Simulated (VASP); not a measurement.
# Ir (Fm-3m) in VASP: notebook, part 2 of 3

VASP 6.6.1. Earlier steps stand in the parts before.

### Step 3. Single point, LDA

This run uses another cell than the first one, of 13.50 Å³/atom, 1.021 times its volume.

Contents of INCAR:

```
  PREC = Accurate
  ENCUT = 520
  EDIFF = 1E-7
  ISMEAR = -1
  SIGMA = 0.2
  LREAL = False
  LASPH = True
  NELM = 60
  ALGO = Normal
  ISIF = 2
  LWAVE = False
  LCHARG = False
  GGA = CA
  NBANDS = 10
```

Contents of KPOINTS:

```
regular mesh
0
Gamma
  15 15 15
```

Contents of POSCAR:

```
Ir
1.0
    0.0000000000      1.8897103398      1.8897103398
    1.8897103398      0.0000000000      1.8897103398
    1.8897103398      1.8897103398      0.0000000000
Ir
1
Direct
    0.0000000000      0.0000000000      0.0000000000
```

Potentials or basis: VASP PAW LDA potentials, release 64 (Ir).

Started as:

```sh
$ cat potpaw_LDA.64/Ir/POTCAR > POTCAR
$ mpirun -np 1 vasp_std > vasp.out
```

OUTCAR:

```text
PREC = Accurate
   ENCUT = 520
   EDIFF = 1E-7
   ISMEAR = -1
   LREAL = False
   LASPH = True
   NELM = 60
   ISIF = 2
   GGA = CA

 ion  position               nearest neighbor table
   1  0.000  0.000  0.000-

  LATTYP: Found a face centered cubic cell.
 ALAT       =     3.7794206796

  Lattice vectors:

 A1 = (   0.0000000000,   1.8897103398,   1.8897103398)
 A2 = (   1.8897103398,   0.0000000000,   1.8897103398)
 A3 = (   1.8897103398,   1.8897103398,   0.0000000000)

Analysis of symmetry for initial positions (statically):
=====================================================================
 Subroutine PRICEL returns:
 Original cell was already a primitive cell.

 Routine SETGRP: Setting up the symmetry group for a
 face centered cubic supercell.

 Subroutine GETGRP returns: Found 48 space group operations
 (whereof 48 operations were pure point group operations)
 out of a pool of 48 trial point group operations.

The static configuration has the point symmetry O_h .

Analysis of symmetry for dynamics (positions and initial velocities):
=====================================================================
 Subroutine PRICEL returns:
 Original cell was already a primitive cell.

 Routine SETGRP: Setting up the symmetry group for a
 face centered cubic supercell.

 Subroutine GETGRP returns: Found 48 space group operations
 (whereof 48 operations were pure point group operations)
 out of a pool of 48 trial point group operations.

The dynamic configuration has the point symmetry O_h .

 Subroutine INISYM returns: Found 48 space group operations
 (whereof 48 operations are pure point group operations),
 and found     1 'primitive' translations

----------------------------------------------------------------------------------------

                                     Primitive cell

  volume of cell :      13.4963

  direct lattice vectors                    reciprocal lattice vectors
     0.000000000  1.889710340  1.889710340    -0.264590816  0.264590816  0.264590816
     1.889710340  0.000000000  1.889710340     0.264590816 -0.264590816  0.264590816
     1.889710340  1.889710340  0.000000000     0.264590816  0.264590816 -0.264590816

  length of vectors
     2.672453992  2.672453992  2.672453992     0.458284736  0.458284736  0.458284736

  position of ions in fractional coordinates (direct lattice)
     0.000000000  0.000000000  0.000000000

  ion indices of the primitive-cell ions
   primitive index   ion index
                 1           1

----------------------------------------------------------------------------------------

 KPOINTS: regular mesh

Automatic generation of k-mesh.
 Grid dimensions read from file:
 generate k-points for:   15   15   15

 Generating k-lattice:

  Cartesian coordinates                     Fractional coordinates (reciprocal lattice)
    -0.017639388  0.017639388  0.017639388     0.066666667  0.000000000  0.000000000
     0.017639388 -0.017639388  0.017639388     0.000000000  0.066666667  0.000000000
     0.017639388  0.017639388 -0.017639388     0.000000000  0.000000000  0.066666667

  Length of vectors
     0.030552316  0.030552316  0.030552316

  Shift w.r.t. Gamma in fractional coordinates (k-lattice)
     0.000000000  0.000000000  0.000000000

 Subroutine IBZKPT returns following result:
 ===========================================

 Found    120 irreducible k-points:

 Following reciprocal coordinates:
            Coordinates               Weight
  0.000000  0.000000  0.000000      1.000000
  0.066667  0.000000  0.000000      8.000000
  0.133333  0.000000  0.000000      8.000000
  0.200000  0.000000  0.000000      8.000000
  0.266667  0.000000  0.000000      8.000000
  0.333333  0.000000  0.000000      8.000000
[... 16 lines left out ...]
  0.133333  0.133333  0.000000      6.000000
  0.200000  0.133333  0.000000     24.000000
 [... further k-points ...]
   k-points           NKPTS =    120   k-points in BZ     NKDIM =    120   number of bands    NBANDS=     10
   number of dos      NEDOS =    301   number of ions     NIONS =      1
   total plane-waves  NPLWV =   8000
   dimension x,y,z NGX =    20 NGY =   20 NGZ =   20
   dimension x,y,z NGXF=    40 NGYF=   40 NGZF=   40
   ions per type =               1
   NGX,Y,Z   is equivalent  to a cutoff of  12.44, 12.44, 12.44 a.u.
   NGXF,Y,Z  is equivalent  to a cutoff of  24.88, 24.88, 24.88 a.u.
 SYSTEM =  unknown system
   PREC   = accura    normal or accurate (medium, high low for compatibility)
   ISTART =      0    job   : 0-new  1-cont  2-samecut
   ICHARG =      2    charge: 1-file 2-atom 10-const
   ISPIN  =      1    spin polarized calculation?
   LNONCOLLINEAR =      F non collinear calculations
   LSORBIT =      F    spin-orbit coupling
   LASPH  =      T    aspherical Exc in radial PAW
   ENCUT  =  520.0 eV  38.22 Ry    6.18 a.u.   4.97  4.97  4.97*2*pi/ulx,y,z
   NELM   =     60;   NELMIN=  2; NELMDL= -5     # of ELM steps
   EDIFF  = 0.1E-06   stopping-criterion for ELM
   LREAL  =      F    real-space projection
   EDIFFG = 0.1E-05   stopping-criterion for IOM
   NSW    =      0    number of steps for IOM
   IBRION =     -1    ionic relax: 0-MD 1-quasi-New 2-CG
   NFREE  =      0    steps in history (QN), initial steepest desc. (CG)
   ISIF   =      2    stress and relaxation
   ISYM   =      2    0-nonsym 1-usesym 2-fastsym
   POTIM  = 0.5000    time-step for ionic-motion
   TEBEG  =    0.0;   TEEND  =   0.0 temperature during run
   PSTRESS=    0.0 pullay stress
   NELECT =       9.0000    total number of electrons
   NUPDOWN=      -1.0000    fix difference up-down
   EMIN   =  10.00;   EMAX   =-10.00  energy-range for DOS
   EFERMI =   0.00;   METHOD = LEGACY
   ISMEAR =    -1;   SIGMA  =   0.20  broadening in eV -4-tet -1-fermi 0-gaus
   EFERMI_NEDOS =   21; number of points for ismear=-14 and -15
   IALGO  =     38    algorithm
   IMIX   =      4    mixing-type and parameters
     AMIX     =   0.40;   BMIX     =  1.00
     AMIX_MAG =   1.60;   BMIX_MAG =  1.00
  volume/ion in A,a.u.               =      13.50        91.08
  Fermi-wavevector in a.u.,A,eV,Ry     =   1.430267  2.702813 27.832941  2.045663
  Thomas-Fermi vector in A             =   2.550131
   LORBIT       =      0    0 simple, 1 ext, 2 COOP (PROOUT), +10 PAW based schemes
   GGA     = CA    functional components
   LHFCALC =     F    Hartree Fock is set to
   AEXX    =    0.0000 exact exchange contribution
   IVDW    =     0    specifies the selected vdW correction
   LEPSILON=     F    determine dielectric tensor
   LRPA    =     F    only Hartree local field effects (RPA)
 non-spin polarized calculation
  energy-cutoff  :      520.00
  volume of cell :       13.50
 maximum number of plane-waves:       375
   NGX =  9   NGY =  9   NGZ =  9

 number of electron       9.0000001 magnetization

 Free energy of the ion-electron system (eV)
  ---------------------------------------------------
  ext. energy  EPLUGINS =         0.00000000
  ---------------------------------------------------
  free energy    TOTEN  =       -10.36737438 eV

  energy without entropy =      -10.25604876  energy(sigma->0) =      -10.31171157

 E-fermi :  11.1321     XC(G=0): -14.4125

 val. band max:       11.1305387188   @ k =   0.3333   0.0667   0.0000
 cond. band min:      11.1321423864   @ k =  -0.2667   0.0667   0.0000
 fundamental gap:      0.0016036677
 Fermi energy:        11.1321063949

 k-point     1 :       0.0000    0.0000    0.0000
  band No.  band energies     occupation
      1      -0.4580      2.00000
      2       6.9566      2.00000
      3       6.9566      2.00000
      4       6.9566      2.00000
      5       9.8910      1.99597
      6       9.8910      1.99597
      7      25.3977      0.00000
      8      31.2197      0.00000
      9      31.2197      0.00000
     10      31.2197      0.00000

 k-point     2 :       0.0667    0.0000    0.0000
  band No.  band energies     occupation
      1      -0.2499      2.00000
      2       6.8436      2.00000
      3       7.0482      2.00000
      4       7.0482      2.00000
      5       9.8299      1.99703
      6       9.8299      1.99703
      7      25.7655      0.00000
      8      30.2026      0.00000
      9      31.5707      0.00000
     10      31.5707      0.00000
[... 274 lines left out ...]
 k-point    24 :       0.2000    0.1333    0.0000
  band No.  band energies     occupation
      1       1.2721      2.00000
      2       5.8250      2.00000
      3       7.7999      2.00000
      4       7.9057      2.00000
      5       8.7730      1.99998
      6      10.3938      1.95134
      7      28.3013      0.00000
      8      28.4988      0.00000
      9      31.7480      0.00000
     10      32.2749      0.00000

 [... further k-points ...]
[... 5 lines left out ...]
  --------------------------------------------------------------------------------------
  -------------------------------------------------------------------------------------
  Total        1.2410393      1.2410393      1.2410393     -0.0000000      0.0000000      0.0000000
  in kB      147.3263399    147.3263399    147.3263399     -0.0000000      0.0000000      0.0000000
  external PRESSURE =     147.3263399 kB  Pullay stress =       0.0000000 kB

 VOLUME and BASIS-vectors are now :
 -----------------------------------------------------------------------------
  energy-cutoff  :      520.00
  volume of cell :       13.50
      direct lattice vectors                 reciprocal lattice vectors
     0.000000000  1.889710340  1.889710340    -0.264590816  0.264590816  0.264590816
     1.889710340  0.000000000  1.889710340     0.264590816 -0.264590816  0.264590816
     1.889710340  1.889710340  0.000000000     0.264590816  0.264590816 -0.264590816

 POSITION                                       TOTAL-FORCE (eV/Angst)
 -----------------------------------------------------------------------------------
      0.00000      0.00000      0.00000        -0.000000      0.000000     -0.000000
 -----------------------------------------------------------------------------------
    total drift:                                0.000000      0.000000     -0.000000

  FREE ENERGIE OF THE ION-ELECTRON SYSTEM (eV)
  ---------------------------------------------------
  free  energy   TOTEN  =       -10.3673743763 eV

  energy  without entropy=      -10.2560487611  energy(sigma->0) =      -10.31171157
```

OSZICAR:

```text
N       E                     dE             d eps       ncg     rms          rms(c)
DAV:   1     0.464326409982E+02    0.46433E+02   -0.43703E+03  2432   0.827E+02
DAV:   2    -0.100311947518E+02   -0.56464E+02   -0.53633E+02  2454   0.198E+02
DAV:   3    -0.109495247618E+02   -0.91833E+00   -0.91583E+00  2858   0.309E+01
DAV:   4    -0.109582411895E+02   -0.87164E-02   -0.87147E-02  2760   0.275E+00
DAV:   5    -0.109584153761E+02   -0.17419E-03   -0.17418E-03  2802   0.370E-01    0.180E+01
DAV:   6    -0.104728401206E+02    0.48558E+00   -0.78956E-01  2700   0.111E+01    0.745E+00
DAV:   7    -0.103749600326E+02    0.97880E-01   -0.25706E-01  2998   0.573E+00    0.154E+00
DAV:   8    -0.103711927170E+02    0.37673E-02   -0.18624E-03  2594   0.483E-01    0.105E+00
DAV:   9    -0.103673848531E+02    0.38079E-02   -0.21836E-03  2684   0.707E-01    0.529E-02
DAV:  10    -0.103673736500E+02    0.11203E-04   -0.13115E-05  3442   0.377E-02    0.109E-02
DAV:  11    -0.103673743813E+02   -0.73136E-06   -0.12255E-06  2704   0.823E-03    0.466E-04
DAV:  12    -0.103673743763E+02    0.50348E-08   -0.14836E-08  1648   0.103E-03
   1 F= -.10367374E+02 E0= -.10311712E+02  d E =-.111326E+00
```

stdout:

```text
POSCAR found type information on POSCAR Ir
 POSCAR found :  1 types and       1 ions
 scaLAPACK will be used
 LDA part: xc-table for (Slater(with rela. corr.)+CA(PZ))
 , standard interpolation
 POSCAR, INCAR and KPOINTS ok, starting setup
 FFT: planning ... GRIDC
 FFT: planning ... GRID_SOFT
 FFT: planning ... GRID
 WAVECAR not read
 entering main loop
```

It took 14 s on 1 thread of Intel Xeon Platinum 8259CL at 2.50GHz (Skylake/Cascade Lake), shared host; peak memory 0.13 GiB.

What came out:

* Free energy: -10.3674 eV
* Pressure: 14.7 GPa

Levels at points of the mesh, in eV from the Fermi level:
| k point | band 1 | band 2 | band 3 | band 4 | band 5 | band 6 | band 7 | band 8 |
| --- | --- | --- | --- | --- | --- | --- | --- | --- |
| (0.00, 0.00, 0.00) | -11.59 | -4.18 | -4.18 | -4.18 | -1.24 | -1.24 | 14.27 | 20.09 |

Caveat: spin-orbit coupling is left out, which moves the levels of the heavy elements.

### Step 4. Single point, LDA

This run uses another cell than the first one, of 13.78 Å³/atom, 1.043 times its volume.

Contents of INCAR:

```
SYSTEM = Ir
  PREC = Accurate
  ENCUT = 520
  EDIFF = 1E-6
  ISMEAR = -1
  SIGMA = 0.2
  LREAL = .False.
  LASPH = .True.
  NELM = 100
  ALGO = Normal
  ISIF = 2
  LWAVE = .False.
  LCHARG = .False.
  NBANDS = 10
```

Contents of KPOINTS:

```
Automatic mesh
0
Gamma
  15 15 15
  0 0 0
```

Contents of POSCAR:

```
Ir
1.0
    0.0000000000      1.9027432368      1.9027432368
    1.9027432368      0.0000000000      1.9027432368
    1.9027432368      1.9027432368      0.0000000000
Ir
1
Direct
    0.0000000000      0.0000000000      0.0000000000
```

Potentials or basis: VASP PAW LDA potentials, release 64 (Ir).

Started as:

```sh
$ cat potpaw_LDA.64/Ir/POTCAR > POTCAR
$ mpirun -np 1 vasp_std > vasp.out
```

OUTCAR:

```text
SYSTEM = Ir
   PREC = Accurate
   ENCUT = 520
   EDIFF = 1E-6
   ISMEAR = -1
   LREAL = .False.
   LASPH = .True.
   NELM = 100
   ISIF = 2

 ion  position               nearest neighbor table
   1  0.000  0.000  0.000-

  LATTYP: Found a face centered cubic cell.
 ALAT       =     3.8054864736

  Lattice vectors:

 A1 = (   0.0000000000,   1.9027432368,   1.9027432368)
 A2 = (   1.9027432368,   0.0000000000,   1.9027432368)
 A3 = (   1.9027432368,   1.9027432368,   0.0000000000)

Analysis of symmetry for initial positions (statically):
=====================================================================
 Subroutine PRICEL returns:
 Original cell was already a primitive cell.

 Routine SETGRP: Setting up the symmetry group for a
 face centered cubic supercell.

 Subroutine GETGRP returns: Found 48 space group operations
 (whereof 48 operations were pure point group operations)
 out of a pool of 48 trial point group operations.

The static configuration has the point symmetry O_h .

Analysis of symmetry for dynamics (positions and initial velocities):
=====================================================================
 Subroutine PRICEL returns:
[... 155 lines left out ...]

 val. band max:       10.7517657355   @ k =   0.3333   0.0667   0.0000
 cond. band min:      10.7533906701   @ k =  -0.2667   0.0667   0.0000
 fundamental gap:      0.0016249346
 Fermi energy:        10.7519066358

 k-point     1 :       0.0000    0.0000    0.0000
  band No.  band energies     occupation
      1      -0.6091      2.00000
      2       6.7094      2.00000
      3       6.7094      2.00000
      4       6.7094      2.00000
      5       9.5501      1.99510
      6       9.5501      1.99510
      7      25.0713      0.00000
      8      30.7665      0.00000
      9      30.7665      0.00000
     10      30.7665      0.00000
[... 287 lines left out ...]
 k-point    24 :       0.2000    0.1333    0.0000
  band No.  band energies     occupation
      1       1.0863      2.00000
      2       5.6150      2.00000
      3       7.5289      2.00000
      4       7.6299      2.00000
      5       8.4739      1.99998
      6      10.0376      1.94532
      7      27.8875      0.00000
      8      28.0290      0.00000
      9      31.1941      0.00000
     10      31.7253      0.00000

 [... further k-points ...]
[... 5 lines left out ...]
  --------------------------------------------------------------------------------------
  -------------------------------------------------------------------------------------
  Total        0.4732850      0.4732850      0.4732850      0.0000000      0.0000000      0.0000000
  in kB       55.0380121     55.0380121     55.0380121      0.0000000      0.0000000      0.0000000
  external PRESSURE =      55.0380121 kB  Pullay stress =       0.0000000 kB

 VOLUME and BASIS-vectors are now :
 -----------------------------------------------------------------------------
  energy-cutoff  :      520.00
  volume of cell :       13.78
      direct lattice vectors                 reciprocal lattice vectors
     0.000000000  1.902743237  1.902743237    -0.262778493  0.262778493  0.262778493
     1.902743237  0.000000000  1.902743237     0.262778493 -0.262778493  0.262778493
     1.902743237  1.902743237  0.000000000     0.262778493  0.262778493 -0.262778493

 POSITION                                       TOTAL-FORCE (eV/Angst)
 -----------------------------------------------------------------------------------
      0.00000      0.00000      0.00000        -0.000000      0.000000     -0.000000
 -----------------------------------------------------------------------------------
    total drift:                                0.000000      0.000000     -0.000000

  FREE ENERGIE OF THE ION-ELECTRON SYSTEM (eV)
  ---------------------------------------------------
  free  energy   TOTEN  =       -10.3851335242 eV

  energy  without entropy=      -10.2689449351  energy(sigma->0) =      -10.32703923
```

stdout:

```text
POSCAR found type information on POSCAR Ir
 POSCAR found :  1 types and       1 ions
 scaLAPACK will be used
 LDA part: xc-table for (Slater(with rela. corr.)+CA(PZ))
 , standard interpolation
 POSCAR, INCAR and KPOINTS ok, starting setup
 FFT: planning ... GRIDC
 FFT: planning ... GRID_SOFT
 FFT: planning ... GRID
 WAVECAR not read
 entering main loop
```

It took 18 s on 1 thread of Intel Xeon Platinum 8259CL at 2.50GHz (Skylake/Cascade Lake), shared host; peak memory 0.13 GiB.

What came out:

* Free energy: -10.3851 eV
* Pressure: 5.5 GPa

Levels at points of the mesh, in eV from the Fermi level:
| k point | band 1 | band 2 | band 3 | band 4 | band 5 | band 6 | band 7 | band 8 | band 9 |
| --- | --- | --- | --- | --- | --- | --- | --- | --- | --- |
| (0.00, 0.00, 0.00) | -11.36 | -4.04 | -4.04 | -4.04 | -1.20 | -1.20 | 14.32 | 20.01 | 20.01 |

Caveat: spin-orbit coupling is left out, which moves the levels of the heavy elements.

(Continued in part 3 of 3.)
